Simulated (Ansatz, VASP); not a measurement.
Two plane-wave programs on CaF

Contents of INCAR:

```
ALGO = Normal ; EDIFF = 1E-7
EDIFFG = -0.01 ; ENCUT = 600
GGA = PE ; GGA_COMPAT = F
IBRION = 2 ; ISIF = 3
ISMEAR = 0 ; LASPH = T
LCHARG = F ; LREAL = F
LWAVE = F ; NELM = 120
NELMIN = 4 ; NSW = 100
PREC = Accurate ; SIGMA = 0.1
```

Contents of KPOINTS:

```
k-points
0
Gamma
  12 12 8
```

The input POSCAR:

```
CaF
1.0
    3.9447413548      0.0000000000      0.0000000000
    0.0000000000      3.9447413548      0.0000000000
    0.0000000000      0.0000000000      5.6855348092
Ca F
2 2
Direct
    0.5000000000      0.0000000000      0.7734864823
    0.0000000000      0.5000000000      0.2265135177
    0.0000000000      0.0000000000      0.0000000000
    0.5000000000      0.5000000000      0.0000000000
```

Input for Ansatz:

```yaml
crystal:
  lattice:
    - [3.9447413548, 0.0, 0.0]
    - [0.0, 3.9447413548, 0.0]
    - [0.0, 0.0, 5.6855348092]
  atoms:
    - { symbol: Ca, position: [0.5, 0.0, 0.7734864823] }
    - { symbol: Ca, position: [0.0, 0.5, 0.2265135177] }
    - { symbol: F, position: [0.0, 0.0, 0.0] }
    - { symbol: F, position: [0.5, 0.5, 0.0] }
basis:
  ecutwfc: 420
kpoints:
  mp_grid: { grid: [12, 12, 8] }
hamiltonian:
  xc: pbe
scf:
  occupations: { method: gaussian, width: 0.1 }
output:
  forces: true
  stress: true
  eigenvalues: true
relax:
  adjacent_minimum: "off"
  f_tol: 0.01
  max_steps: 80
  cell: { stress_tol: 0.05 }
```

Change from the starting cell: the structure that the rattled cell fell into.

Alike in both runs: task relaxation of cell and atoms; functional PBE; k mesh 12 × 12 × 8; occupations gaussian, width 0.1 eV; no spin polarisation.

|  | VASP | Ansatz |
| --- | --- | --- |
| version | VASP 6.6.1 | Ansatz 0.2.0 |
| potentials or method | VASP PAW PBE potentials, release 64 (Ca_sv, F), cutoff 600 eV | scalar-relativistic, plane waves, PAW |
| valence electrons in the cell | 34 | 34 |

VASP gave:

| Property | Result |
| --- | --- |
| gap on the k mesh at the Fermi level, each at its own relaxed structure (eV) | none |
| relaxed volume (Å³/atom) | 22.12 |
| relaxed length of the cell vector where the two differ most in proportion (Å) | 5.701 |

Q: Estimate Ansatz's values.

A: gap on the k mesh at the Fermi level, each at its own relaxed structure (eV): none; relaxed volume (Å³/atom): 22.12; relaxed length of the cell vector where the two differ most in proportion (Å): 5.702.

A gap of «none» marks a metal or a gap that the smearing closes.
